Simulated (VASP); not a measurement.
# Tl2F (P6/mmm) in VASP: further runs

Runs on Tl2F. Level: PBE. Tasks: relaxation of cell and atoms, single point.

All numbers are computed with VASP 6.6.1; they aren't measurements. Logs are shortened: lines on timing, memory, paths and dates and some standing lists are left out, and cuts for length are marked.

### Step 1. The cell of the first run

The structure is hexagonal, space group P6/mmm (No. 191). The conventional cell has a = 5.233 Å, b = 5.233 Å, c = 3.309 Å, α = 90.00°, β = 90.00°, γ = 120.00°. Tl (site symmetry -6m2) has 5 Tl at 3.02 to 3.31 Å and 3 F at 3.02 Å within 4.0 Å. F (site symmetry 6/mmm) has 6 Tl at 3.02 Å and 2 F at 3.31 Å within 4.0 Å.

The cell was generated, and may not be a known phase.

### Step 2. Relaxation of cell and atoms, PBE

File INCAR:

```
PREC = Accurate
ENCUT = 600
EDIFF = 1E-6
ISMEAR = 0
SIGMA = 0.1
LREAL = F
LASPH = T
NELM = 60
ALGO = Fast
ISIF = 3
LWAVE = F
LCHARG = F
GGA = PE
IBRION = 2
NSW = 90
EDIFFG = -0.04
```

File KPOINTS:

```
regular mesh
0
Gamma
  6 6 6
```

File POSCAR:

```
Tl2F
1.0
    5.2330026908      0.0000000000      0.0000000000
   -2.6165013454      4.5319132683      0.0000000000
    0.0000000000      0.0000000000      3.3091325411
Tl F
2 1
Direct
    0.3333333333      0.6666666667      0.5000000000
    0.6666666667      0.3333333333      0.5000000000
    0.0000000000      0.0000000000      0.5000000000
```

Potentials or basis: VASP PAW PBE potentials, release 64 (Tl_d, F).

Started as:

```
$ cat potpaw_PBE.64/Tl_d/POTCAR potpaw_PBE.64/F/POTCAR > POTCAR
$ mpirun -np 1 vasp_std > vasp.out
```

OUTCAR:

```text
PREC = Accurate
   ENCUT = 600
   EDIFF = 1E-6
   ISMEAR = 0
   LREAL = F
   LASPH = T
   NELM = 60
   ISIF = 3
   GGA = PE
   IBRION = 2
   NSW = 90
   EDIFFG = -0.04

 ion  position               nearest neighbor table
   1  0.333  0.667  0.500-   2 3.02   3 3.02   2 3.02   3 3.02   3 3.02   2 3.02
   2  0.667  0.333  0.500-   1 3.02   3 3.02   1 3.02   3 3.02   3 3.02   1 3.02
   3  0.000  0.000  0.500-   1 3.02   2 3.02   1 3.02   2 3.02   2 3.02   1 3.02

  LATTYP: Found a hexagonal cell.
 ALAT       =     5.2330026908
 C/A-ratio  =     0.6323582724

  Lattice vectors:

 A1 = (   5.2330026908,   0.0000000000,   0.0000000000)
 A2 = (  -2.6165013454,   4.5319132683,   0.0000000000)
 A3 = (   0.0000000000,   0.0000000000,   3.3091325411)

Analysis of symmetry for initial positions (statically):
=====================================================================
 Subroutine PRICEL returns:
 Original cell was already a primitive cell.

 Routine SETGRP: Setting up the symmetry group for a
 hexagonal supercell.

 Subroutine GETGRP returns: Found 24 space group operations
 (whereof 24 operations were pure point group operations)
 out of a pool of 24 trial point group operations.

The static configuration has the point symmetry D_6h.

Analysis of symmetry for dynamics (positions and initial velocities):
=====================================================================
 Subroutine PRICEL returns:
 Original cell was already a primitive cell.

 Routine SETGRP: Setting up the symmetry group for a
 hexagonal supercell.

 Subroutine GETGRP returns: Found 24 space group operations
 (whereof 24 operations were pure point group operations)
 out of a pool of 24 trial point group operations.

The dynamic configuration has the point symmetry D_6h.

 Subroutine INISYM returns: Found 24 space group operations
 (whereof 24 operations are pure point group operations),
 and found     1 'primitive' translations

----------------------------------------------------------------------------------------

                                     Primitive cell

  volume of cell :      78.4778

  direct lattice vectors                    reciprocal lattice vectors
     5.233002691  0.000000000  0.000000000     0.191094876  0.110328678  0.000000000
    -2.616501345  4.531913268  0.000000000     0.000000000  0.220657356  0.000000000
     0.000000000  0.000000000  3.309132541     0.000000000  0.000000000  0.302194000

  length of vectors
     5.233002691  5.233002691  3.309132541     0.220657356  0.220657356  0.302194000

  position of ions in fractional coordinates (direct lattice)
     0.333333333  0.666666667  0.500000000
     0.666666667  0.333333333  0.500000000
     0.000000000  0.000000000  0.500000000

  ion indices of the primitive-cell ions
   primitive index   ion index
                 1           1
                 2           2
                 3           3

----------------------------------------------------------------------------------------

 KPOINTS: regular mesh

Automatic generation of k-mesh.
 Grid dimensions read from file:
 generate k-points for:    6    6    6

 Generating k-lattice:

  Cartesian coordinates                     Fractional coordinates (reciprocal lattice)
     0.031849146  0.018388113  0.000000000     0.166666667  0.000000000  0.000000000
     0.000000000  0.036776226  0.000000000     0.000000000  0.166666667  0.000000000
     0.000000000  0.000000000  0.050365667     0.000000000  0.000000000  0.166666667

  Length of vectors
     0.036776226  0.036776226  0.050365667

  Shift w.r.t. Gamma in fractional coordinates (k-lattice)
     0.000000000  0.000000000  0.000000000

 Subroutine IBZKPT returns following result:
 ===========================================

 Found     28 irreducible k-points:

 Following reciprocal coordinates:
            Coordinates               Weight
  0.000000  0.000000  0.000000      1.000000
  0.166667  0.000000  0.000000      6.000000
  0.333333  0.000000  0.000000      6.000000
  0.500000 -0.000000  0.000000      3.000000
  0.166667  0.166667  0.000000      6.000000
  0.333333  0.166667  0.000000     12.000000
[... 16 lines left out ...]
  0.166667  0.000000  0.500000      6.000000
  0.333333  0.000000  0.500000      6.000000
 [... further k-points ...]
   k-points           NKPTS =     28   k-points in BZ     NKDIM =     28   number of bands    NBANDS=     20
   number of dos      NEDOS =    301   number of ions     NIONS =      3
   total plane-waves  NPLWV =  49392
   dimension x,y,z NGX =    42 NGY =   42 NGZ =   28
   dimension x,y,z NGXF=    84 NGYF=   84 NGZF=   56
   ions per type =               2   1
   NGX,Y,Z   is equivalent  to a cutoff of  13.34, 13.34, 14.07 a.u.
   NGXF,Y,Z  is equivalent  to a cutoff of  26.69, 26.69, 28.13 a.u.
 SYSTEM =  unknown system
   PREC   = accura    normal or accurate (medium, high low for compatibility)
   ISTART =      0    job   : 0-new  1-cont  2-samecut
   ICHARG =      2    charge: 1-file 2-atom 10-const
   ISPIN  =      1    spin polarized calculation?
   LNONCOLLINEAR =      F non collinear calculations
   LSORBIT =      F    spin-orbit coupling
   LASPH  =      T    aspherical Exc in radial PAW
   ENCUT  =  600.0 eV  44.10 Ry    6.64 a.u.  10.45 10.45  6.61*2*pi/ulx,y,z
   NELM   =     60;   NELMIN=  2; NELMDL= -5     # of ELM steps
   EDIFF  = 0.1E-05   stopping-criterion for ELM
   LREAL  =      F    real-space projection
   EDIFFG = -.4E-01   stopping-criterion for IOM
   NSW    =     90    number of steps for IOM
   IBRION =      2    ionic relax: 0-MD 1-quasi-New 2-CG
   NFREE  =      1    steps in history (QN), initial steepest desc. (CG)
   ISIF   =      3    stress and relaxation
   ISYM   =      2    0-nonsym 1-usesym 2-fastsym
   POTIM  = 0.5000    time-step for ionic-motion
   TEBEG  =    0.0;   TEEND  =   0.0 temperature during run
   PSTRESS=    0.0 pullay stress
   NELECT =      33.0000    total number of electrons
   NUPDOWN=      -1.0000    fix difference up-down
   EMIN   =  10.00;   EMAX   =-10.00  energy-range for DOS
   EFERMI =   0.00;   METHOD = LEGACY
   ISMEAR =     0;   SIGMA  =   0.10  broadening in eV -4-tet -1-fermi 0-gaus
   EFERMI_NEDOS =   21; number of points for ismear=-14 and -15
   IALGO  =     68    algorithm
   IMIX   =      4    mixing-type and parameters
     AMIX     =   0.40;   BMIX     =  1.00
     AMIX_MAG =   1.60;   BMIX_MAG =  1.00
  volume/ion in A,a.u.               =      26.16       176.53
  Fermi-wavevector in a.u.,A,eV,Ry     =   1.226490  2.317729 20.466931  1.504277
  Thomas-Fermi vector in A             =   2.361489
   LORBIT       =      0    0 simple, 1 ext, 2 COOP (PROOUT), +10 PAW based schemes
   GGA     = PE    functional components
   LHFCALC =     F    Hartree Fock is set to
   AEXX    =    0.0000 exact exchange contribution
   IVDW    =     0    specifies the selected vdW correction
   LEPSILON=     F    determine dielectric tensor
   LRPA    =     F    only Hartree local field effects (RPA)
 conjugate gradient relaxation of ions
 non-spin polarized calculation
 RMM-DIIS sequential band-by-band and
 Gauss-broadening in eV      SIGMA  =   0.10
  energy-cutoff  :      600.00
  volume of cell :       78.48
 maximum number of plane-waves:      2647
 NGX is ok and might be reduce to    42
   NGX = 21   NGY = 21   NGZ = 13

--------------------------------------- Ionic step        1  -------------------------------------------

 number of electron      33.0000014 magnetization

 Free energy of the ion-electron system (eV)
  ---------------------------------------------------
  ext. energy  EPLUGINS =         0.00000000
  ---------------------------------------------------
  free energy    TOTEN  =        -8.43188449 eV

  energy without entropy =       -8.42338998  energy(sigma->0) =       -8.42763724

------------------------ aborting loop because EDIFF is reached ----------------------------------------

  FORCE on cell =-STRESS in cart. coord.  units (eV):
  Direction    XX          YY          ZZ          XY          YZ          ZX
  --------------------------------------------------------------------------------------
  -------------------------------------------------------------------------------------
  Total        0.1483188      0.1483188      0.2776212      0.0000000      0.0000000      0.0000000
  in kB        3.0280299      3.0280299      5.6678251      0.0000000      0.0000000      0.0000000
  external PRESSURE =       3.9079616 kB  Pullay stress =       0.0000000 kB

 VOLUME and BASIS-vectors are now :
 -----------------------------------------------------------------------------
  energy-cutoff  :      600.00
  volume of cell :       78.48
      direct lattice vectors                 reciprocal lattice vectors
     5.233002691  0.000000000  0.000000000     0.191094876  0.110328678  0.000000000
    -2.616501345  4.531913268  0.000000000     0.000000000  0.220657356  0.000000000
     0.000000000  0.000000000  3.309132541     0.000000000  0.000000000  0.302194000
[... 223 lines left out ...]
 POSITION                                       TOTAL-FORCE (eV/Angst)
 -----------------------------------------------------------------------------------
     -0.00000      3.01074      1.77311        -0.000000      0.000000      0.000000
      2.60738      1.50537      1.77311         0.000000     -0.000000     -0.000000
     -2.60738      4.51611      1.77311         0.000000      0.000000      0.000000
 -----------------------------------------------------------------------------------
    total drift:                               -0.000000      0.000000     -0.000000

  FREE ENERGIE OF THE ION-ELECTRON SYSTEM (eV)
  ---------------------------------------------------
  free  energy   TOTEN  =        -8.4401200476 eV

  energy  without entropy=       -8.4308088780  energy(sigma->0) =       -8.43546446

--------------------------------------- Ionic step        8  -------------------------------------------

 number of electron      33.0000014 magnetization

 Free energy of the ion-electron system (eV)
  ---------------------------------------------------
  ext. energy  EPLUGINS =         0.00000000
  ---------------------------------------------------
  free energy    TOTEN  =        -8.44151714 eV

  energy without entropy =       -8.43332360  energy(sigma->0) =       -8.43742037

 E-fermi :   3.7146     XC(G=0):  -8.9003

 val. band max:        3.7104180751   @ k =   0.1667   0.1667   0.0000
 cond. band min:       3.7372171789   @ k =   0.3333   0.3333   0.3333
 fundamental gap:      0.0267991037
 Fermi energy:         3.7146300639

 k-point     1 :       0.0000    0.0000    0.0000
  band No.  band energies     occupation
      1     -17.6324      2.00000
      2      -8.5484      2.00000
      3      -8.2993      2.00000
      4      -8.2993      2.00000
      5      -8.1239      2.00000
      6      -8.1239      2.00000
[... 12 lines left out ...]
     19       8.9292      0.00000
     20       8.9292      0.00000
[... 507 lines left out ...]
 k-point    24 :       0.3333    0.0000    0.5000
  band No.  band energies     occupation
      1     -17.5926      2.00000
      2      -8.4721      2.00000
      3      -8.4568      2.00000
      4      -8.3525      2.00000
      5      -8.2729      2.00000
      6      -8.2552      2.00000
[... 12 lines left out ...]
     19       5.5902      0.00000
     20       7.4855      0.00000

 [... further k-points ...]
[... 5 lines left out ...]
  --------------------------------------------------------------------------------------
  -------------------------------------------------------------------------------------
  Total       -0.0548755     -0.0548755     -0.0101264      0.0000000     -0.0000000      0.0000000
  in kB       -1.0644292     -1.0644292     -0.1964234      0.0000000     -0.0000000      0.0000000
  external PRESSURE =      -0.7750939 kB  Pullay stress =       0.0000000 kB

 VOLUME and BASIS-vectors are now :
 -----------------------------------------------------------------------------
  energy-cutoff  :      600.00
  volume of cell :       82.60
      direct lattice vectors                 reciprocal lattice vectors
     5.228140200  0.000000000  0.000000000     0.191272606  0.110431290 -0.000000000
    -2.614070100  4.527702228 -0.000000000     0.000000000  0.220862581 -0.000000000
     0.000000000  0.000000000  3.489369765    -0.000000000 -0.000000000  0.286584704

 POSITION                                       TOTAL-FORCE (eV/Angst)
 -----------------------------------------------------------------------------------
     -0.00000      3.01847      1.74468         0.000000      0.000000     -0.000000
      2.61407      1.50923      1.74468        -0.000000     -0.000000      0.000000
      0.00000      0.00000      1.74468         0.000000      0.000000     -0.000000
 -----------------------------------------------------------------------------------
    total drift:                                0.000000      0.000000     -0.000000

  FREE ENERGIE OF THE ION-ELECTRON SYSTEM (eV)
  ---------------------------------------------------
  free  energy   TOTEN  =        -8.4415171419 eV

  energy  without entropy=       -8.4333236012  energy(sigma->0) =       -8.43742037

 reached required accuracy - stopping structural energy minimisation
```

Wall time 7.2 min (1 thread of Oxide Virtual Turin-like, shared host); peak memory 0.21 GiB.

Results:

```
Free energy                           : -8.4415 eV
Relaxed volume                        : 27.53 Å³/atom
Relaxed cell                          : a = 5.228 Å, b = 5.228 Å, c = 3.489 Å, α = 90.00°, β = 90.00°, γ = 120.00°
Space group after relaxing (to 0.1 Å) : P6/mmm (No. 191)
Energy gained by relaxing             : 3.2 meV/atom
Ionic steps                           : 8
Pressure after relaxing               : -0.1 GPa
Band gap on the k mesh                : zero (an odd number of electrons rules out a gap without spin polarisation)
```

The path:
| step | energy change (eV) | largest force (eV/Å) | pressure (GPa) | volume (Å³) |
| --- | --- | --- | --- | --- |
| 1 | 0.0000 | 0.0000 | 0.39 | 78.48 |
| 2 | -0.0016 | 0.0000 | 0.18 | 79.20 |
| 3 | -0.0023 | 0.0000 | -0.04 | 79.97 |
| 4 | -0.0023 | 0.0000 | -0.10 | 80.20 |
| 5 | -0.0037 | 0.0000 | -0.11 | 80.53 |
| 6 | -0.0075 | 0.0000 | -0.07 | 81.54 |
| 7 | -0.0082 | 0.0000 | -0.06 | 83.51 |
| 8 | -0.0096 | 0.0000 | -0.08 | 82.60 |

Final structure:
```yaml
crystal:
  lattice:
    - [5.22814, 0.00000, 0.00000]
    - [-2.61407, 4.52770, 0.00000]
    - [0.00000, 0.00000, 3.48937]
  atoms:
    - { symbol: Tl, position: [0.33333, 0.66667, 0.50000] }
    - { symbol: Tl, position: [0.66667, 0.33333, 0.50000] }
    - { symbol: F, position: [0.00000, 0.00000, 0.50000] }
```

Caveat: spin-orbit coupling is left out, which moves the levels of the heavy elements.

### Step 3. Single point, PBE

This run uses another cell than the first one, of 27.25 Å³/atom.

File INCAR:

```
PREC = Accurate
ENCUT = 520
EDIFF = 1E-6
ISMEAR = 0
SIGMA = 0.1
LREAL = False
LASPH = True
NELM = 100
ALGO = Fast
ISIF = 2
LWAVE = False
LCHARG = False
GGA = PE
NBANDS = 24
```

File KPOINTS:

```
regular mesh
0
Gamma
  12 12 14
```

File POSCAR:

```
Tl2F
1.0
    5.2172772053      0.0000000000      0.0000000000
   -2.6086386027      4.5182945984      0.0000000000
    0.0000000000      0.0000000000      3.4673391256
Tl F
2 1
Direct
    0.3333333333      0.6666666667      0.5000000000
    0.6666666667      0.3333333333      0.5000000000
    0.0000000000      0.0000000000      0.5000000000
```

Potentials or basis: VASP PAW PBE potentials, release 64 (Tl_d, F).

Started as:

```
$ cat potpaw_PBE.64/Tl_d/POTCAR potpaw_PBE.64/F/POTCAR > POTCAR
$ mpirun -np 1 vasp_std > vasp.out
```

Run time: 7.3 min. Hardware: 1 thread of Oxide Virtual Turin-like, shared host; peak memory 0.36 GiB.

The run converged. Its results:

```
Free energy            : -8.4987 eV
Pressure               : -0.1 GPa
Band gap on the k mesh : zero (an odd number of electrons rules out a gap without spin polarisation)
```

Levels at points of the mesh, in eV from the Fermi level:
```csv
k point,band 12,band 13,band 14,band 15,band 16,band 17,band 18,band 19,band 20,band 21
"(0.00, 0.00, 0.00)",-8.88,-3.35,-3.35,-3.30,-2.49,0.13,0.13,5.19,5.19,5.34
"(0.50, 0.00, 0.00)",-7.92,-6.22,-3.86,-2.66,-2.46,0.33,1.63,6.38,6.63,7.01
"(0.00, 0.00, 0.50)",-6.80,-3.57,-3.21,-3.21,-1.59,-1.37,1.85,1.85,2.29,7.48
"(0.50, 0.00, 0.50)",-6.17,-4.36,-3.54,-3.08,-2.39,-1.20,0.25,1.87,3.81,6.46
```

Caveat: spin-orbit coupling is left out, which moves the levels of the heavy elements.

### Step 4. Relaxation of cell and atoms, PBE

This run uses another cell than the first one, of 27.19 Å³/atom.

File INCAR:

```
SYSTEM = Tl2F
PREC = Accurate
ENCUT = 600
EDIFF = 1E-6
ISMEAR = 0
SIGMA = 0.1
LREAL = .FALSE.
LASPH = .TRUE.
NELM = 100
ALGO = Fast
ISIF = 3
LWAVE = .FALSE.
LCHARG = .FALSE.
GGA = PE
IBRION = 2
NSW = 100
EDIFFG = -0.01
```

File KPOINTS:

```
Automatic mesh
0
G
  12 12 14
  0 0 0
```

File POSCAR:

```
Tl2F
1.0
    5.2324286674      0.0000000000      0.0000000000
   -2.6162143337      4.5314161495      0.0000000000
    0.0000000000      0.0000000000      3.4406746962
Tl F
2 1
Direct
    0.3333333333      0.6666666667      0.5000000000
    0.6666666667      0.3333333333      0.5000000000
    0.0000000000      0.0000000000      0.5000000000
```

Started as:

```
$ cat potpaw_PBE.64/Tl_d/POTCAR potpaw_PBE.64/F/POTCAR > POTCAR
$ mpirun -np 1 vasp_std > vasp.out
```

It took 24 min on 1 thread of Oxide Virtual Turin-like, shared host; peak memory 0.4 GiB.

Results (log left out):

```yaml
Free_energy: -8.4998 eV
Relaxed_volume: 27.19 Å³/atom
Relaxed_cell: a = 5.213 Å, b = 5.213 Å, c = 3.465 Å, α = 90.00°, β = 90.00°, γ = 120.00°
Space_group_after_relaxing_to_0.1_Å: P6/mmm (No. 191)
Energy_gained_by_relaxing: 0.3 meV/atom
Ionic_steps: 7
Pressure_after_relaxing: 0.0 GPa
Band_gap_on_the_k_mesh: zero (an odd number of electrons rules out a gap without spin polarisation)
```

Step by step:
| step | energy change (eV) | largest force (eV/Å) | pressure (GPa) | volume (Å³) |
| --- | --- | --- | --- | --- |
| 1 | 0.0000 | 0.0000 | -0.19 | 81.58 |
| 2 | -0.0008 | 0.0000 | 0.00 | 81.20 |
| 3 | -0.0008 | 0.0000 | 0.09 | 81.04 |
| 4 | -0.0009 | 0.0000 | 0.08 | 81.08 |
| 5 | -0.0009 | 0.0000 | 0.07 | 81.09 |
| 6 | -0.0009 | 0.0000 | 0.06 | 81.21 |
| 7 | -0.0010 | 0.0000 | 0.00 | 81.56 |

Final structure:
```
Tl F
1.0
     5.21336    0.00000    0.00000
    -2.60668    4.51491    0.00000
     0.00000    0.00000    3.46503
Tl F
2 1
Direct
  0.33333 0.66667 0.50000
  0.66667 0.33333 0.50000
  0.00000 0.00000 0.50000
```

Levels at points of the mesh, in eV from the Fermi level:
```
           k point  band 12  band 13  band 14  band 15  band 16  band 17  band 18  band 19  band 20
(0.00, 0.00, 0.00)    -8.89    -3.36    -3.36    -3.29    -2.50     0.13     0.13     5.20     5.20
(0.50, 0.00, 0.00)    -7.93    -6.22    -3.87    -2.66    -2.47     0.33     1.63     6.39     6.65
(0.00, 0.00, 0.50)    -6.81    -3.58    -3.22    -3.22    -1.60    -1.36     1.85     1.85     2.30
(0.50, 0.00, 0.50)    -6.18    -4.36    -3.55    -3.09    -2.39    -1.20     0.25     1.88     3.82
```

Caveat: spin-orbit coupling is left out, which moves the levels of the heavy elements.

### Step 5. Overview

| task | cell | k mesh | cutoff (eV) | gap on the mesh (eV) | pressure (GPa) | relaxed volume (Å³/atom) |
| --- | --- | --- | --- | --- | --- | --- |
| relaxation of cell and atoms | relaxed from a = 5.233, b = 5.233, c = 3.309 Å, angles 90.0, 90.0, 120.0°, 3 atoms | 6 × 6 × 6 | 600 | none | -0.1 | 27.53 |
| single point | a = 5.217, b = 5.217, c = 3.467 Å, angles 90.0, 90.0, 120.0°, 3 atoms | 12 × 12 × 14 | 520 | none | -0.1 | - |
| relaxation of cell and atoms | relaxed from a = 5.232, b = 5.232, c = 3.441 Å, angles 90.0, 90.0, 120.0°, 3 atoms | 12 × 12 × 14 | 600 | none | 0.0 | 27.19 |

Alike in all rows: level PBE; potentials or basis VASP PAW PBE potentials, release 64 (Tl_d, F); no spin polarisation; smearing gaussian 0.1 eV.

Caveats: spin-orbit coupling is left out, which moves the levels of the heavy elements.

Absolute energies hang on the potentials; compare differences alone.

The gap in the log of VASP goes by the Fermi energy; the results here count the filled bands.